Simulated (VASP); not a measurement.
A run of VASP 6.6.1 is set up as follows.

The input INCAR:

```
ALGO = Normal
EDIFF = 1E-6
ENCUT = 520
GGA = RP
ISIF = 2
ISMEAR = -1
LASPH = T
LCHARG = F
LREAL = F
LWAVE = F
NBANDS = 10
NELM = 100
PREC = Accurate
SIGMA = 0.1
```

Contents of KPOINTS:

```
k-points
0
Gamma
  14 14 8
```

The input POSCAR:

```
Al
1.0
    2.7757701491      0.0000000000      0.0000000000
   -1.3878850746      2.4038874642      0.0000000000
    0.0000000000      0.0000000000      4.4653944342
Al
2
Direct
    0.3333333333      0.6666666667      0.2500000000
    0.6666666667      0.3333333333      0.7500000000
```

Potentials or basis: VASP PAW PBE potentials, release 64 (Al).

Launch:

```sh
$ cat potpaw_PBE.64/Al/POTCAR > POTCAR
$ mpirun -np 1 vasp_std > vasp.out
```

Predict the pressure.

12.2 GPa.

Estimate the band gap on the k mesh.

zero (band 3 reaches 13.82 eV, above the bottom of band 4 at 5.85 eV).

Stress tensor (GPa, compression positive):
```
11.21  0.00  0.00
 0.00 11.21  0.00
 0.00  0.00 14.13
```

Caveat: the PAW data sets were made with another functional, which shifts forces and pressure a little.
